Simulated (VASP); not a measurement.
The system is Pb.

```
CELL_PARAMETERS angstrom
1.97779 -6.27396 0.00000
1.97779 6.27396 0.00000
0.00000 0.00000 5.23427
ATOMIC_POSITIONS crystal
Pb 0.09800 0.90200 0.91000
Pb 0.59800 0.40200 0.59000
Pb 0.90200 0.09800 0.09000
Pb 0.40200 0.59800 0.41000
```

- Program: VASP 6.6.1
- Task: relaxation of cell and atoms
- Functional: PBEsol
- Potentials or basis: VASP PAW PBE potentials, release 64 (Pb_d)
- Cutoff: 600 eV
- k mesh: 4 × 4 × 4
- Occupations: gaussian, width 0.1 eV
- Spin: no spin polarisation

At the start: pressure 20.5 GPa; volume 32.47 Å³/atom.

Task: How do energy, volume and symmetry change on relaxing?

Result: Over 40 steps the energy falls by 1294.7 meV/atom and the volume is 31.15 Å³/atom (-4.1 %); space group Fmmm (No. 69, to 0.05 Å).

Step by step:
```tsv
step	energy change (eV)	largest force (eV/Å)	pressure (GPa)	volume (Å³)
1	0.0000	4.4761	20.49	129.90
2	-1.7971	0.5269	-4.72	224.23
3	-2.9619	0.5916	-1.06	174.08
4	-2.9648	0.6288	-0.86	172.82
5	-2.9652	0.6754	-0.57	171.39
6	-3.0587	0.6538	-0.81	168.48
7	-3.2971	1.0639	-1.04	159.86
8	-3.6011	2.0375	0.75	143.20
9	-3.5889	2.4004	2.51	136.93
10	-3.6026	2.3980	2.57	136.62
11	-3.6428	2.3909	2.75	135.69
12	-3.7199	2.3757	3.20	133.84
13	-3.8580	2.3237	4.34	130.18
14	-3.9346	2.0026	8.08	123.02
15	-3.9558	2.1419	6.45	125.54
16	-4.1434	1.8372	5.64	126.40
17	-4.5459	1.1195	3.61	128.96
18	-4.8832	0.5065	1.34	134.03
19	-4.8895	0.5513	1.22	134.91
20	-4.8897	0.5362	1.24	134.73
21	-4.9065	0.4534	0.81	135.51
22	-4.9272	0.3005	-0.17	137.58
23	-4.9279	0.2818	-0.35	137.97
24	-4.9410	0.2688	-0.45	137.73
25	-4.9765	0.2324	-0.71	136.99
26	-5.0215	0.2374	-1.02	135.41
27	-5.0305	0.4135	-0.87	131.89
28	-5.0471	0.3946	-0.74	130.80
29	-5.0711	0.2541	-0.09	127.53
30	-5.0890	0.2312	-0.18	127.43
31	-5.1247	0.1916	-0.27	127.09
32	-5.1464	0.1339	-0.24	126.20
33	-5.1483	0.1615	-0.29	126.49
34	-5.1487	0.1534	-0.28	126.40
35	-5.1582	0.1288	-0.04	125.47
36	-5.1684	0.0372	0.63	123.15
37	-5.1759	0.0240	0.22	124.10
38	-5.1775	0.0590	-0.10	124.84
39	-5.1775	0.0533	-0.06	124.75
40	-5.1787	0.0383	-0.02	124.60
```

Final structure:
```yaml
crystal:
  lattice:
    - [1.82886, -6.11828, 0.00000]
    - [1.82886, 6.11828, 0.00000]
    - [0.00000, 0.00000, 5.56791]
  atoms:
    - { symbol: Pb, position: [0.13516, 0.86484, 0.99881] }
    - { symbol: Pb, position: [0.63516, 0.36484, 0.50119] }
    - { symbol: Pb, position: [0.86484, 0.13516, 0.00119] }
    - { symbol: Pb, position: [0.36484, 0.63516, 0.49881] }
```

Caveat: the k points lie up to 0.45 Å⁻¹ apart in the final cell; the PAW data sets were made with another functional, which shifts forces and pressure a little.
